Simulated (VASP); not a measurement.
Set up this calculation in VASP 6.6.1, as the native input.

```yaml
Task: single point
Functional: PBE
Potentials_or_basis: VASP PAW PBE potentials, release 64 (Ta_pv, P)
Cutoff: 520 eV
k_mesh: 16 × 16 × 16
Occupations: gaussian, width 0.1 eV
Spin: no spin polarisation
Dipole_correction: no
Further_INCAR_settings: ALGO = Normal; EDIFF = 1e-06; NBANDS = 36
```

The structure of Ta3P4 lies in POSCAR:

```
Ta3P4
1.0
   -1.6408423806      1.6408423806      9.8130562300
    1.6408423806     -1.6408423806      9.8130562300
    1.6408423806      1.6408423806     -9.8130562300
Ta P
3 4
Direct
    0.0000000000      0.0000000000      0.0000000000
    0.3008823503      0.3008823503      0.0000000000
    0.6991176497      0.6991176497      0.0000000000
    0.8510104499      0.8510104499      0.0000000000
    0.1489895501      0.1489895501      0.0000000000
    0.5674056054      0.5674056054      0.0000000000
    0.4325943946      0.4325943946      0.0000000000
```

These files were run (other wordings do the same):

INCAR

```
PREC = Accurate ; ENCUT = 520
EDIFF = 1E-6 ; ISMEAR = 0
SIGMA = 0.1 ; LREAL = False
LASPH = True ; NELM = 60
ALGO = Normal ; ISIF = 2
LWAVE = False ; LCHARG = True
GGA = PE ; LELF = True
LVHAR = True ; NBANDS = 36
```

KPOINTS

```
Automatic mesh
0
Gamma
  16 16 16
```

Potentials or basis: VASP PAW PBE potentials, release 64 (Ta_pv, P).

The run is started by

```bash
$ cat potpaw_PBE.64/Ta_pv/POTCAR potpaw_PBE.64/P/POTCAR > POTCAR
$ mpirun -np 1 vasp_std > vasp.out
```

It gave:

The pressure is 0.1 GPa, the largest force is 0.019 eV/Å and the band gap on the k mesh is zero (an odd number of electrons rules out a gap without spin polarisation).

Caveat: spin-orbit coupling is left out, which moves the levels of the heavy elements; an odd number of electrons without spin polarisation forces a metal; a magnetic or distorted state may lie lower.

Wall time 91 min on 1 thread of Intel(R) Xeon(R) 6975P-C (Granite Rapids), with other jobs on the host, peak memory 1.6 GiB.
